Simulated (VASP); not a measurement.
Y, 1 atom in the cell. The structure is cubic, space group Im-3m (No. 229). The conventional cell has a = 4.016 Å, b = 4.016 Å, c = 4.016 Å, α = 90.00°, β = 90.00°, γ = 90.00°. Y (site symmetry m-3m) has 14 Y at 3.48 to 4.02 Å within 4.6 Å.  This cell differs from its parent crystal: volume scaled by 0.96.

```yaml
Program: VASP 6.6.1
Task: single point
Functional: r2SCAN
Potentials_or_basis: VASP PAW PBE potentials, release 64 (Y_sv)
Cutoff: 520 eV
k_mesh: 12 × 12 × 12
Occupations: fermi-dirac, width 0.1 eV
Spin: no spin polarisation
Dipole_correction: no
Further_INCAR_settings: ALGO = Normal; EDIFF = 1e-07; NBANDS = 12
```

Potentials or basis: VASP PAW PBE potentials, release 64 (Y_sv).

Command:

```bash
$ cat potpaw_PBE.64/Y_sv/POTCAR > POTCAR
$ cp INCAR.step1 INCAR
$ mpirun -np 1 vasp_std > vasp.out
$ cp INCAR.step2 INCAR
$ mpirun -np 1 vasp_std > vasp.out
```

Hardware: 1 thread of Intel(R) Xeon(R) Platinum 8259CL CPU @ 2.50GHz (Skylake/Cascade Lake), on a shared host.

**Question.** How long does it take, and how much memory?

**Answer.** Wall time 3.3 min on 1 thread of Intel(R) Xeon(R) Platinum 8259CL CPU @ 2.50GHz (Skylake/Cascade Lake) (shared host), peak memory 0.2 GiB. Counts: k points 72.
